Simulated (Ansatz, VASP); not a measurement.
## Two plane-wave programs on B2O

```
B O
1.0
     2.53717    0.00000    0.00000
    -1.26858    2.19725    0.00000
     0.00000    0.00000    9.08024
B O
4 2
Cartesian
  0.0000 0.0000 3.6712
  0.0000 0.0000 5.4090
  1.2686 0.7324 0.2771
  0.0000 1.4648 8.8031
  1.2686 0.7324 3.1193
  0.0000 1.4648 5.9610
```

Alike in both runs: task single point; functional PBE; k mesh 10 × 10 × 4; occupations gaussian, width 0.05 eV; no spin polarisation.

|  | VASP | Ansatz |
| --- | --- | --- |
| version | VASP 6.6.1 | Ansatz 0.2.0 |
| potentials or method | VASP PAW PBE potentials, release 64 (B, O), cutoff 520 eV | scalar-relativistic, plane waves, PAW |
| valence electrons in the cell | 24 | 24 |

Ansatz gave:

```
pressure (GPa)                                                : 5.8
traceless stress, the component that is largest in VASP (GPa) : 0.05
rms of the force components (eV/Å)                            : 0.005
```

Task: What did VASP give for the same quantities?

Result: Pressure (GPa): 6.1; traceless stress, the component that is largest in VASP (GPa): -0.44; rms of the force components (eV/Å): 0.004.

Atom by atom the forces differ by 0.007 eV/Å (rms over components).
